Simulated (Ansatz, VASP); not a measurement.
# PbS: VASP beside Ansatz

```
CELL_PARAMETERS angstrom
0.00000 2.96500 2.99465
2.96500 0.00000 2.99465
2.96500 2.96500 0.00000
ATOMIC_POSITIONS crystal
Pb 0.00000 0.00000 0.00000
S 0.50000 0.50000 0.50000
```

Change from the starting cell: zz strain of +1 %.

Alike in both runs: task single point; functional LDA; k mesh 8 × 8 × 8; occupations fermi-dirac, width 0.01 eV; no spin polarisation.

|  | VASP | Ansatz |
| --- | --- | --- |
| version | VASP 6.6.1 | Ansatz 0.2.0 |
| potentials or method | VASP PAW LDA potentials, release 64 (Pb_d, S), cutoff 520 eV | all-electron LAPW, scalar-relativistic |

Ansatz gave:

* pressure (GPa): -3.0
* traceless stress, the component that is largest in VASP (GPa): -0.74

Task: Estimate VASP's values.

Result: Pressure (GPa): -3.0; traceless stress, the component that is largest in VASP (GPa): -0.75.

LDA's correlation is that of Perdew and Zunger in VASP and of Perdew and Wang (1992) in Ansatz. Ansatz ran all-electron here, and VASP with PAW potentials.

Neither program's run includes spin-orbit coupling.
